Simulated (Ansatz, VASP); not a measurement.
## One calculation of FeRhC4N4, two programs

```
Fe Rh C N
1.0
     5.92252    0.00000    0.00000
     0.00000    5.92252    0.00000
     0.00000    0.00000    5.92252
Fe Rh C N
1 1 4 4
Direct
  0.00000 0.00000 0.00000
  0.50000 0.50000 0.50000
  0.18916 0.18916 0.18916
  0.18916 0.81084 0.81084
  0.81084 0.18916 0.81084
  0.81084 0.81084 0.18916
  0.30392 0.30392 0.30392
  0.30392 0.69608 0.69608
  0.69608 0.30392 0.69608
  0.69608 0.69608 0.30392
```

Alike in both runs: functional PBE; k mesh 4 × 4 × 4; occupations gaussian, width 0.1 eV; collinear spin.

Ansatz relaxed the structure, and its values are those at the end. VASP's run is a single point on that final structure, the one shown.

|  | VASP | Ansatz |
| --- | --- | --- |
| version | VASP 6.6.1 | Ansatz 0.2.0 |
| potentials or method | VASP PAW PBE potentials, release 64 (Fe, Rh_pv, C, N), cutoff 520 eV | scalar-relativistic, plane waves, PAW |
| valence electrons in the cell | 59 | 69 |

Ansatz gave:

```
gap on the k mesh at the Fermi level (eV)                     : none
pressure (GPa)                                                : 0.2
rms of the force components (eV/Å)                            : 0.015
net moment per atom (μB)                                      : 0.10
size of the moment on the site where the two differ most (μB) : 1.36
```

Task: What did VASP give for the same quantities?

Result: gap on the k mesh at the Fermi level (eV): none; pressure (GPa): 0.5; rms of the force components (eV/Å): 0.179; net moment per atom (μB): 0.10; size of the moment on the site where the two differ most (μB): 1.72.

Site moments also hang on the region over which each program counts them. A gap of «none» marks a metal or a gap that the smearing closes. One of these differences is far larger than is usual between the two programs; its cause wasn't traced. With one functional, cell and mesh, what is left measures potentials, basis and numerics. VASP's potentials hold 59 valence electrons a cell and Ansatz's 69, so a difference there can come from the potentials and not from the codes. Ansatz's warnings: seeded moment not kept.

Noted on VASP's run: the standard files for N, O and F lose accuracy on very short bonds.
